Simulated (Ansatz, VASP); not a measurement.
**AlCu6: VASP beside Ansatz**

File INCAR:

```
SYSTEM = AlCu6
ALGO = Normal
EDIFF = 1E-7
EDIFFG = -0.08
ENCUT = 600
GGA = PE
IBRION = 2
ISIF = 3
ISMEAR = 0
LASPH = .True.
LCHARG = .False.
LREAL = .False.
LWAVE = .False.
NELM = 80
NSW = 36
PREC = Accurate
SIGMA = 0.2
```

KPOINTS

```
k-points
0
Gamma
  4 4 3
  0 0 0
```

POSCAR

```
AlCu6
1.0
    4.6386801100      0.0000000000      0.0000000000
    0.0000000000      4.6386801100      0.0000000000
    0.0000000000      0.0000000000      5.1869284500
Al Cu
1 6
Direct
    0.5000000000      0.5000000000      0.2266202600
    0.7390632600      0.7390632600      0.7653110800
    0.2609367400      0.2609367400      0.7653110800
    0.2609367400      0.7390632600      0.7653110800
    0.7390632600      0.2609367400      0.7653110800
    0.5000000000      0.0000000000      0.1061823400
    0.0000000000      0.5000000000      0.1061823400
```

Input for Ansatz:

```yaml
crystal:
  lattice:
    - [4.63868011, 0.0, 0.0]
    - [0.0, 4.63868011, 0.0]
    - [0.0, 0.0, 5.18692845]
  atoms:
    - { symbol: Al, position: [0.5, 0.5, 0.22662026] }
    - { symbol: Cu, position: [0.73906326, 0.73906326, 0.76531108] }
    - { symbol: Cu, position: [0.26093674, 0.26093674, 0.76531108] }
    - { symbol: Cu, position: [0.26093674, 0.73906326, 0.76531108] }
    - { symbol: Cu, position: [0.73906326, 0.26093674, 0.76531108] }
    - { symbol: Cu, position: [0.5, 0.0, 0.10618234] }
    - { symbol: Cu, position: [0.0, 0.5, 0.10618234] }
basis:
  ecutwfc: 420
kpoints:
  mp_grid: { grid: [4, 4, 3] }
hamiltonian:
  xc: pbe
scf:
  occupations: { method: gaussian, width: 0.2 }
  lower_state_search: "off"
output:
  forces: true
  stress: true
  eigenvalues: true
relax:
  adjacent_minimum: "off"
  f_tol: 0.08
  max_steps: 16
  cell: { stress_tol: 0.8 }
```

Alike in both runs: task relaxation of cell and atoms; functional PBE; k mesh 4 × 4 × 3; occupations gaussian, width 0.2 eV; no spin polarisation.

|  | VASP | Ansatz |
| --- | --- | --- |
| version | VASP 6.6.1 | Ansatz 0.2.0 |
| potentials or method | VASP PAW PBE potentials, release 64 (Al, Cu), cutoff 600 eV | scalar-relativistic, plane waves, PAW |
| valence electrons in the cell | 69 | 117 |

```csv
,VASP,Ansatz,Ansatz less VASP
"gap on the k mesh at the Fermi level, each at its own relaxed structure (eV)",none,none,-
relaxed volume (Å³/atom),13.40,13.36,-0.036
relaxed cell length with the largest relative difference (Å),3.556,3.621,+0.0655
```

A gap of «none» marks a metal or a gap that the smearing closes. VASP's potentials hold 69 valence electrons a cell and Ansatz's 117, so a difference there can come from the potentials and not from the codes.

The k mesh is coarse, so the values compare programs but aren't converged. Noted on VASP's run: the volume moved by over 15 % at a fixed basis, so the end points are rough.
